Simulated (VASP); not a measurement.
# Be (P6_3/mmc) in VASP: notebook

Runs on Be. Level: PBE. Tasks: single point.

Everything below comes from runs of VASP 6.6.1. Logs are shortened: lines on timing, memory, paths and dates and some standing lists are left out, and cuts for length are marked.

### 1 The cell of the first run

The structure is hexagonal, space group P6_3/mmc (No. 194). Conventional cell: a = 2.177 Å, b = 2.177 Å, c = 3.392 Å, α = 90.00°, β = 90.00°, γ = 120.00°. Be (site symmetry -6m2) has 12 Be at 2.11 to 2.18 Å within 2.8 Å.

### 2 Single point, PBE

INCAR

```
PREC     = Accurate       # precision mode
ENCUT    = 520            # plane-wave cutoff, eV
EDIFF    = 1E-6           # SCF threshold, eV
ISMEAR   = 1              # smearing method
SIGMA    = 0.1            # smearing width, eV
LREAL    = F              # projectors in reciprocal space
LASPH    = T              # aspherical terms in the spheres
NELM     = 100            # most SCF steps
ALGO     = Normal         # electronic algorithm
ISIF     = 2              # what is computed and relaxed
LWAVE    = F              # write WAVECAR
LCHARG   = F              # write CHGCAR
GGA      = PE             # functional
NBANDS   = 9              # bands
```

KPOINTS

```
Automatic mesh
0
Gamma
  10 10 6
```

POSCAR

```
Be
1.0
    2.1767509126      0.0000000000      0.0000000000
   -1.0883754563      1.8851215880      0.0000000000
    0.0000000000      0.0000000000      3.3918521379
Be
2
Direct
    0.3333333333      0.6666666667      0.2500000000
    0.6666666667      0.3333333333      0.7500000000
```

Potentials or basis: VASP PAW PBE potentials, release 64 (Be).

On the command line:

```bash
> cat potpaw_PBE.64/Be/POTCAR > POTCAR
> mpirun -np 1 vasp_std > vasp.out
```

OUTCAR:

```text
PREC = Accurate
   ENCUT = 520
   EDIFF = 1E-6
   ISMEAR = 1
   LREAL = F
   LASPH = T
   NELM = 100
   ISIF = 2
   GGA = PE

 ion  position               nearest neighbor table
   1  0.333  0.667  0.250-   2 2.11   2 2.11   2 2.11   2 2.11   2 2.11   2 2.11
   2  0.667  0.333  0.750-   1 2.11   1 2.11   1 2.11   1 2.11   1 2.11   1 2.11

  LATTYP: Found a hexagonal cell.
 ALAT       =     2.1767509126
 C/A-ratio  =     1.5582178550

  Lattice vectors:

 A1 = (   2.1767509126,   0.0000000000,   0.0000000000)
 A2 = (  -1.0883754563,   1.8851215880,   0.0000000000)
 A3 = (   0.0000000000,   0.0000000000,   3.3918521379)

Analysis of symmetry for initial positions (statically):
=====================================================================
 Subroutine PRICEL returns:
 Original cell was already a primitive cell.

 Routine SETGRP: Setting up the symmetry group for a
 hexagonal supercell.

 Subroutine GETGRP returns: Found 24 space group operations
 (whereof 12 operations were pure point group operations)
 out of a pool of 24 trial point group operations.

The static configuration has the point symmetry D_3d.
 The point group associated with its full space group is D_6h.

Analysis of symmetry for dynamics (positions and initial velocities):
=====================================================================
 Subroutine PRICEL returns:
 Original cell was already a primitive cell.

 Routine SETGRP: Setting up the symmetry group for a
 hexagonal supercell.

 Subroutine GETGRP returns: Found 24 space group operations
 (whereof 12 operations were pure point group operations)
 out of a pool of 24 trial point group operations.

The dynamic configuration has the point symmetry D_3d.
 The point group associated with its full space group is D_6h.

 Subroutine INISYM returns: Found 24 space group operations
 (whereof 12 operations are pure point group operations),
 and found     1 'primitive' translations

----------------------------------------------------------------------------------------

                                     Primitive cell

  volume of cell :      13.9183

  direct lattice vectors                    reciprocal lattice vectors
     2.176750913  0.000000000  0.000000000     0.459400290  0.265234881  0.000000000
    -1.088375456  1.885121588  0.000000000     0.000000000  0.530469762  0.000000000
     0.000000000  0.000000000  3.391852138     0.000000000  0.000000000  0.294824173

  length of vectors
     2.176750913  2.176750913  3.391852138     0.530469762  0.530469762  0.294824173

  position of ions in fractional coordinates (direct lattice)
     0.333333333  0.666666667  0.250000000
     0.666666667  0.333333333  0.750000000

  ion indices of the primitive-cell ions
   primitive index   ion index
                 1           1
                 2           2

----------------------------------------------------------------------------------------

 KPOINTS: Automatic mesh

Automatic generation of k-mesh.
 Grid dimensions read from file:
 generate k-points for:   10   10    6

 Generating k-lattice:

  Cartesian coordinates                     Fractional coordinates (reciprocal lattice)
     0.045940029  0.026523488  0.000000000     0.100000000  0.000000000  0.000000000
     0.000000000  0.053046976  0.000000000     0.000000000  0.100000000  0.000000000
     0.000000000  0.000000000  0.049137362     0.000000000  0.000000000  0.166666667

  Length of vectors
     0.053046976  0.053046976  0.049137362

  Shift w.r.t. Gamma in fractional coordinates (k-lattice)
     0.000000000  0.000000000  0.000000000

 Subroutine IBZKPT returns following result:
 ===========================================

 Found     56 irreducible k-points:

 Following reciprocal coordinates:
            Coordinates               Weight
  0.000000  0.000000  0.000000      1.000000
  0.100000  0.000000  0.000000      6.000000
  0.200000  0.000000  0.000000      6.000000
  0.300000  0.000000  0.000000      6.000000
  0.400000  0.000000  0.000000      6.000000
  0.500000  0.000000  0.000000      3.000000
[... 16 lines left out ...]
  0.300000  0.100000  0.166667     24.000000
  0.400000  0.100000  0.166667     24.000000
 [... further k-points ...]
   k-points           NKPTS =     56   k-points in BZ     NKDIM =     56   number of bands    NBANDS=      9
   number of dos      NEDOS =    301   number of ions     NIONS =      2
   total plane-waves  NPLWV =   7168
   dimension x,y,z NGX =    16 NGY =   16 NGZ =   28
   dimension x,y,z NGXF=    32 NGYF=   32 NGZF=   56
   ions per type =               2
   NGX,Y,Z   is equivalent  to a cutoff of  12.22, 12.22, 13.72 a.u.
   NGXF,Y,Z  is equivalent  to a cutoff of  24.44, 24.44, 27.45 a.u.
 SYSTEM =  unknown system
   PREC   = accura    normal or accurate (medium, high low for compatibility)
   ISTART =      0    job   : 0-new  1-cont  2-samecut
   ICHARG =      2    charge: 1-file 2-atom 10-const
   ISPIN  =      1    spin polarized calculation?
   LNONCOLLINEAR =      F non collinear calculations
   LSORBIT =      F    spin-orbit coupling
   LASPH  =      T    aspherical Exc in radial PAW
   ENCUT  =  520.0 eV  38.22 Ry    6.18 a.u.   4.05  4.05  6.31*2*pi/ulx,y,z
   NELM   =    100;   NELMIN=  2; NELMDL= -5     # of ELM steps
   EDIFF  = 0.1E-05   stopping-criterion for ELM
   LREAL  =      F    real-space projection
   EDIFFG = 0.1E-04   stopping-criterion for IOM
   NSW    =      0    number of steps for IOM
   IBRION =     -1    ionic relax: 0-MD 1-quasi-New 2-CG
   NFREE  =      0    steps in history (QN), initial steepest desc. (CG)
   ISIF   =      2    stress and relaxation
   ISYM   =      2    0-nonsym 1-usesym 2-fastsym
   POTIM  = 0.5000    time-step for ionic-motion
   TEBEG  =    0.0;   TEEND  =   0.0 temperature during run
   PSTRESS=    0.0 pullay stress
   NELECT =       4.0000    total number of electrons
   NUPDOWN=      -1.0000    fix difference up-down
   EMIN   =  10.00;   EMAX   =-10.00  energy-range for DOS
   EFERMI =   0.00;   METHOD = LEGACY
   ISMEAR =     1;   SIGMA  =   0.10  broadening in eV -4-tet -1-fermi 0-gaus
   EFERMI_NEDOS =   21; number of points for ismear=-14 and -15
   IALGO  =     38    algorithm
   IMIX   =      4    mixing-type and parameters
     AMIX     =   0.40;   BMIX     =  1.00
     AMIX_MAG =   1.60;   BMIX_MAG =  1.00
  volume/ion in A,a.u.               =       6.96        46.96
  Fermi-wavevector in a.u.,A,eV,Ry     =   1.080355  2.041575 15.880270  1.167167
  Thomas-Fermi vector in A             =   2.216344
   LORBIT       =      0    0 simple, 1 ext, 2 COOP (PROOUT), +10 PAW based schemes
   GGA     = PE    functional components
   LHFCALC =     F    Hartree Fock is set to
   AEXX    =    0.0000 exact exchange contribution
   IVDW    =     0    specifies the selected vdW correction
   LEPSILON=     F    determine dielectric tensor
   LRPA    =     F    only Hartree local field effects (RPA)
 non-spin polarized calculation
 Methfessel and Paxton  Order N= 1 SIGMA  =   0.10
  energy-cutoff  :      520.00
  volume of cell :       13.92
 maximum number of plane-waves:       384
   NGX =  9   NGY =  9   NGZ = 13

 number of electron       4.0000000 magnetization

 Free energy of the ion-electron system (eV)
  ---------------------------------------------------
  ext. energy  EPLUGINS =         0.00000000
  ---------------------------------------------------
  free energy    TOTEN  =        -7.39645163 eV

  energy without entropy =       -7.39682959  energy(sigma->0) =       -7.39657761

 E-fermi :   8.0861     XC(G=0): -11.0322

 val. band max:        7.9979399511   @ k =   0.3000   0.2000   0.0000
 cond. band min:       8.1532082525   @ k =   0.2000   0.2000   0.0000
 fundamental gap:      0.1552683014
 Fermi energy:         8.0861272289

 k-point     1 :       0.0000    0.0000    0.0000
  band No.  band energies     occupation
      1      -3.9411      2.00000
      2       3.3095      2.00000
      3       9.8822     -0.00000
      4      25.5574      0.00000
      5      25.5574      0.00000
      6      28.7266      0.00000
      7      28.7266      0.00000
      8      31.5518      0.00000
      9      37.2705      0.00000

 k-point     2 :       0.1000    0.0000    0.0000
  band No.  band energies     occupation
      1      -3.6429      2.00000
      2       3.7178      2.00000
      3       9.9233     -0.00000
      4      23.2404      0.00000
      5      23.9352      0.00000
      6      28.8233      0.00000
      7      29.4691      0.00000
      8      30.7945      0.00000
      9      33.9703      0.00000

 k-point     3 :       0.2000    0.0000    0.0000
  band No.  band energies     occupation
      1      -2.7463      2.00000
      2       4.9385      2.00000
      3       9.9360     -0.00000
      4      19.0418      0.00000
      5      21.6252      0.00000
      6      27.8162      0.00000
      7      28.1253      0.00000
      8      29.1398      0.00000
      9      30.2059      0.00000

 k-point     4 :       0.3000    0.0000    0.0000
  band No.  band energies     occupation
      1      -1.2525      2.00000
      2       6.9539      2.00000
      3       9.2433     -0.00000
      4      15.8988      0.00000
      5      19.7991      0.00000
      6      23.0536      0.00000
      7      24.4153      0.00000
      8      28.0591      0.00000
      9      29.8571      0.00000
[... 205 lines left out ...]
 k-point    22 :       0.2000    0.1000    0.1667
  band No.  band energies     occupation
      1      -1.5883      2.00000
      2       4.5081      2.00000
      3      11.9815      0.00000
      4      16.9018      0.00000
      5      19.4816      0.00000
      6      23.8738      0.00000
      7      26.1995      0.00000
      8      27.8394      0.00000
      9      32.1364      0.00000

 k-point    23 :       0.3000    0.1000    0.1667
  band No.  band energies     occupation
      1       0.1971      2.00000
      2       6.1109      2.00000
      3      10.6920      0.00000
      4      15.2604      0.00000
      5      17.0387      0.00000
      6      20.5143      0.00000
      7      24.6277      0.00000
      8      26.0313      0.00000
      9      31.3450      0.00000

 k-point    24 :       0.4000    0.1000    0.1667
  band No.  band energies     occupation
      1       2.3989      2.00000
      2       5.6535      2.00000
      3      10.7232      0.00000
      4      13.8555      0.00000
      5      15.8119      0.00000
      6      18.9745      0.00000
      7      23.0048      0.00000
      8      24.9693      0.00000
      9      30.7768      0.00000

 [... further k-points ...]
[... 5 lines left out ...]
  --------------------------------------------------------------------------------------
  -------------------------------------------------------------------------------------
  Total        1.7551665      1.7551665      1.7604082      0.0000000     -0.0000000      0.0000000
  in kB      202.0430343    202.0430343    202.6464317      0.0000000     -0.0000000      0.0000000
  external PRESSURE =     202.2441668 kB  Pullay stress =       0.0000000 kB

 VOLUME and BASIS-vectors are now :
 -----------------------------------------------------------------------------
  energy-cutoff  :      520.00
  volume of cell :       13.92
      direct lattice vectors                 reciprocal lattice vectors
     2.176750913  0.000000000  0.000000000     0.459400290  0.265234881  0.000000000
    -1.088375456  1.885121588  0.000000000     0.000000000  0.530469762  0.000000000
     0.000000000  0.000000000  3.391852138     0.000000000  0.000000000  0.294824173

 POSITION                                       TOTAL-FORCE (eV/Angst)
 -----------------------------------------------------------------------------------
     -0.00000      1.25675      0.84796         0.000000     -0.000000      0.000000
      1.08838      0.62837      2.54389        -0.000000      0.000000      0.000000
 -----------------------------------------------------------------------------------
    total drift:                                0.000000     -0.000000      0.000000

  FREE ENERGIE OF THE ION-ELECTRON SYSTEM (eV)
  ---------------------------------------------------
  free  energy   TOTEN  =        -7.3964516264 eV

  energy  without entropy=       -7.3968295861  energy(sigma->0) =       -7.39657761
```

Wall time 6.7 s (1 thread of Intel Xeon 8259CL, shared host); peak memory 0.12 GiB.

What came out:

| Item | Value |
| --- | --- |
| Free energy | -7.3965 eV |
| Pressure | 20.2 GPa |
| Band gap on the k mesh | zero (band 2 reaches 8.52 eV, above the bottom of band 3 at 7.74 eV) |

[end of part 1 of 3]
